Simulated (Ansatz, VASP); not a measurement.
One calculation of BaTiO3, two programs

Contents of POSCAR:

```
BaTiO3
1.0
    7.9069839000      0.0000000000      0.0000000000
    0.0000000000      3.9534919500      0.0000000000
    0.0000000000      0.0000000000      3.9534919500
Ba Ti O
2 2 6
Direct
    0.2500000000      0.5000000000      0.5000000000
    0.7500000000      0.5000000000      0.5000000000
    0.0000000000      0.0000000000      0.0000000000
    0.5000000000      0.0000000000      0.0000000000
    0.2500000000      0.0000000000      0.0000000000
    0.7500000000      0.0000000000      0.0000000000
    0.0000000000      0.5000000000      0.0000000000
    0.5000000000      0.5000000000      0.0000000000
    0.0000000000      0.0000000000      0.5000000000
    0.5000000000      0.0000000000      0.5000000000
```

The input INCAR.step1:

```
PREC     = Accurate       # precision mode
ENCUT    = 520            # plane-wave cutoff, eV
ISMEAR   = 1              # smearing method
SIGMA    = 0.0141         # smearing width, eV
LREAL    = F              # projectors in reciprocal space
LASPH    = T              # aspherical terms in the spheres
NELM     = 80             # most SCF steps
NBANDS   = 51             # bands
GGA      = PE             # functional
ALGO     = Normal         # electronic algorithm
EDIFF    = 1E-4           # SCF threshold, eV
LWAVE    = T              # write WAVECAR
LCHARG   = F              # write CHGCAR
```

Contents of INCAR.step2:

```
PREC     = Accurate       # precision mode
ENCUT    = 520            # plane-wave cutoff, eV
EDIFF    = 1E-7           # SCF threshold, eV
ISMEAR   = 1              # smearing method
SIGMA    = 0.0141         # smearing width, eV
LREAL    = F              # projectors in reciprocal space
LASPH    = T              # aspherical terms in the spheres
NELM     = 80             # most SCF steps
ALGO     = Normal         # electronic algorithm
ISIF     = 2              # what is computed and relaxed
LWAVE    = F              # write WAVECAR
LCHARG   = T              # write CHGCAR
METAGGA  = R2SCAN         # meta-GGA
LMIXTAU  = T            
LELF     = T              # ELF
LVHAR    = T            
NBANDS   = 51             # bands
ISTART   = 1
```

File KPOINTS:

```
Automatic mesh
0
Gamma
  4 7 7
```

Input for Ansatz:

```yaml
crystal:
  lattice:
    - [7.9069839, 0.0, 0.0]
    - [0.0, 3.95349195, 0.0]
    - [0.0, 0.0, 3.95349195]
  atoms:
    - { symbol: Ba, position: [0.25, 0.5, 0.5] }
    - { symbol: Ba, position: [0.75, 0.5, 0.5] }
    - { symbol: Ti, position: [0.0, 0.0, 0.0] }
    - { symbol: Ti, position: [0.5, 0.0, 0.0] }
    - { symbol: O, position: [0.25, 0.0, 0.0] }
    - { symbol: O, position: [0.75, 0.0, 0.0] }
    - { symbol: O, position: [0.0, 0.5, 0.0] }
    - { symbol: O, position: [0.5, 0.5, 0.0] }
    - { symbol: O, position: [0.0, 0.0, 0.5] }
    - { symbol: O, position: [0.5, 0.0, 0.5] }
  symmetry: { tolerance: 0.0003 }
kpoints:
  mp_grid: { grid: [4, 7, 7], shift: [0, 0, 0] }
  band_path:
    path:
      - [0.0, 0.0, 0.0]
      - [0.0, 0.5, 0.0]
      - [1.0, 0.5, 0.0]
      - [0.0, 0.0, 0.0]
      - [1.0, 0.5, 0.5]
      - [0.0, 0.5, 0.0]
    npoints: 10
magnetization:
  spin_polarized: false
scf:
  occupations: { method: methfessel_paxton, width: 0.0141 }
  lower_state_search: "off"
  max_iter: 200
hamiltonian:
  pseudopotentials: { kind: paw }
  xc: r2scan
basis:
  ecutwfc: 500
  fft_grid_basis: typed
output:
  forces: true
  stress: true
  eigenvalues: true
  bader: true
  populations: true
  elf: true
  write_potential: true
  volumetric_format: npy
  dos:
    e_range: [-12, 8]
    de: 0.05
    projected: { site_lists: { Ba: [Ba], O: [O], Ti: [Ti] } }
checkpoint:
  read: saved_state
```

Alike in both runs: task single point; functional r2SCAN; k mesh 4 × 7 × 7; occupations methfessel-paxton of order 1, width 0.0141 eV; no spin polarisation.

|  | VASP | Ansatz |
| --- | --- | --- |
| version | VASP 6.6.1 | Ansatz 0.2.0 |
| potentials or method | VASP PAW PBE potentials, release 64 (Ba_sv, Ti_sv, O), cutoff 520 eV | PAW plane waves |
| valence electrons in the cell | 80 | 80 |

```csv
,VASP,Ansatz,Ansatz less VASP
gap on the k mesh at the Fermi level (eV),2.26,2.29,+0.028
pressure (GPa),8.1,5.9,-2.16
```

VASP's potentials were made for PBE, not for r2SCAN. With one functional, cell and mesh, what is left measures potentials, basis and numerics.

Neither program's run includes spin-orbit coupling.
